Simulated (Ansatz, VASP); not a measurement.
**CuO: VASP beside Ansatz**

```xyz
4
Lattice="3.1965 0.0000 0.0000 0.0000 3.1965 0.0000 0.0000 0.0000 4.6803" Properties=species:S:1:pos:R:3 pbc="T T T"
Cu    0.0000    0.0000    0.0000
Cu    1.5983    1.5983    0.0000
O     1.5983    0.0000    1.2496
O     0.0000    1.5983    3.4307
```

Alike in both runs: task single point; functional PBE; k mesh 8 × 8 × 6; occupations fermi-dirac, width 0.05 eV; no spin polarisation.

|  | VASP | Ansatz |
| --- | --- | --- |
| version | VASP 6.6.1 | Ansatz 0.2.0 |
| potentials or method | VASP PAW PBE potentials, release 64 (Cu, O) | Ansatz PAW soft_1 |
| plane-wave cutoff (eV) | 520 | 420 |
| valence electrons in the cell | 34 | 50 |

Ansatz gave:

* gap on the k mesh at the Fermi level (eV): none
* pressure (GPa): 13.3
* traceless stress, the component that is largest in VASP (GPa): -23.53
* rms of the force components (eV/Å): 0.460

Task: Estimate VASP's values.

Result: gap on the k mesh at the Fermi level (eV): none; pressure (GPa): 13.9; traceless stress, the component that is largest in VASP (GPa): -23.70; rms of the force components (eV/Å): 0.430.

Atom by atom the forces differ by 0.031 eV/Å (rms over components). A gap of «none» marks a metal or a gap that the smearing closes. VASP's potentials hold 34 valence electrons a cell and Ansatz's 50, so a difference there can come from the potentials and not from the codes.
